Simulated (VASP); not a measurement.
CdS (wurtzite type): relaxation of cell and atoms with PBE

Crystal: CdS (wurtzite type).

```xyz
4
Lattice="3.7135 0.0000 0.0000 -1.8568 3.2160 0.0000 0.0000 0.0000 6.0531" Properties=species:S:1:pos:R:3 pbc="T T T"
Cd    0.0000    2.1440    0.0000
Cd    1.8568    1.0720    3.0265
S     0.0000    2.1440    2.2760
S     1.8568    1.0720    5.3025
```

```
Program                : VASP 6.6.1
Task                   : relaxation of cell and atoms
Functional             : PBE
Potentials or basis    : VASP PAW PBE potentials, release 64 (Cd, S)
Cutoff                 : 600 eV
k mesh                 : 10 × 10 × 5
Occupations            : fermi-dirac, width 0.08 eV
Spin                   : no spin polarisation
Target pressure        : 32 GPa
Dipole correction      : no
Further INCAR settings : ALGO = Normal; EDIFF = 1e-06; IBRION = 2; EDIFFG = -0.005; NSW = 60; ISIF = 3
```

```yaml
Relaxed_volume: 18.91 Å³/atom
Relaxed_cell: a = 3.572 Å, b = 3.572 Å, c = 6.844 Å, α = 90.00°, β = 90.00°, γ = 120.00°
Space_group_after_relaxing_to_0.1_Å: P6_3mc (No. 186)
Energy_change_on_relaxing_the_run_minimises_the_enthalpy: -235.0 meV/atom
Ionic_steps: 48
Pressure_after_relaxing: 32.0 GPa
Band_gap_on_the_k_mesh: 0.98 eV
```

Step by step:
```
step  energy change (eV)  largest force (eV/Å)  pressure (GPa)  volume (Å³)
   1              0.0000                0.0637           45.97        72.29
   3             -1.2951                0.0208           31.38        77.71
   5             -1.2239                0.0229           32.19        77.36
   7             -1.2266                0.0970           32.15        77.37
   9             -1.2388                0.0695           32.01        77.42
  11             -1.2912                0.0611           31.37        77.68
  13             -1.2760                0.0258           31.55        77.60
  15             -1.2725                0.0615           31.56        77.58
  17             -1.2533                0.2471           31.53        77.46
  19             -1.2456                0.3269           31.51        77.42
  21             -1.2431                0.3370           31.49        77.40
  23             -1.2307                0.3907           31.44        77.33
  25             -1.1560                0.7363           30.99        76.95
  27             -1.1843                0.5461           31.16        77.05
  29             -1.0331                0.5590           30.30        76.20
  31             -1.0538                0.3995           30.88        76.26
  33             -0.9793                0.0119           32.01        75.84
  35             -0.9825                0.0153           31.94        75.85
  37             -0.9967                0.0321           31.63        75.92
  39             -0.9904                0.0253           31.74        75.89
  41             -0.9780                0.0195           31.85        75.83
  43             -0.9277                0.0062           32.13        75.58
  45             -0.9402                0.0000           32.06        75.64
  47             -0.9387                0.0002           32.05        75.63
  48             -0.9400                0.0008           32.03        75.64
```

Final structure:
```
CELL_PARAMETERS angstrom
3.57227 0.00000 0.00000
-1.78613 3.09367 0.00000
0.00000 0.00000 6.84415
ATOMIC_POSITIONS crystal
Cd 0.33333 0.66667 0.02132
Cd 0.66667 0.33333 0.52132
S 0.33333 0.66667 0.35468
S 0.66667 0.33333 0.85468
```

Levels at points of the mesh, in eV from the valence-band top:
```
           k point  band 16  band 17  band 18  band 19  band 20  band 21
(0.00, 0.00, 0.00)    -1.04     0.00     0.00     0.98     4.29     5.47
(0.50, 0.00, 0.00)    -2.96    -2.57    -0.89     3.51     3.76     4.20
```

It took 28 min on 1 thread of Intel(R) Xeon(R) Platinum 8259CL CPU @ 2.50GHz (Skylake/Cascade Lake) (shared host), peak memory 0.26 GiB.

Caveat: the cell is relaxed towards a set pressure, so the run minimises the enthalpy, not the energy.
